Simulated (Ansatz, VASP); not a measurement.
**Two plane-wave programs on Re**

```
Re
1.0
    -3.43266    3.43266    3.43266
     3.43266   -3.43266    3.43266
     3.43266    3.43266   -3.43266
Re
8
Direct
  0.20064 0.20064 0.20064
  0.50000 0.00000 0.29936
  0.29936 0.50000 0.00000
  0.00000 0.29936 0.50000
  0.79936 0.79936 0.79936
  0.50000 0.00000 0.70064
  0.70064 0.50000 0.00000
  0.00000 0.70064 0.50000
```

Alike in both runs: functional PBE; k mesh 8 × 8 × 8; occupations gaussian, width 0.1 eV; no spin polarisation.

Ansatz relaxed the structure, and its values are those at the end. VASP's run is a single point on that final structure, the one shown.

|  | VASP | Ansatz |
| --- | --- | --- |
| version | VASP 6.6.1 | Ansatz 0.2.0 |
| potentials or method | VASP PAW PBE potentials, release 64 (Re), cutoff 520 eV | scalar-relativistic, plane waves, PAW |
| valence electrons in the cell | 56 | 120 |

Ansatz gave:

| Item | Value |
| --- | --- |
| gap on the k mesh at the Fermi level (eV) | none |
| pressure (GPa) | 0.0 |
| rms of the force components (eV/Å) | 0.001 |

What did VASP give for the same quantities?

gap on the k mesh at the Fermi level (eV): none; pressure (GPa): -1.9; rms of the force components (eV/Å): 0.108.

A gap of «none» marks a metal or a gap that the smearing closes. VASP's potentials hold 56 valence electrons a cell and Ansatz's 120, so a difference there can come from the potentials and not from the codes.

Spin-orbit coupling is off throughout.
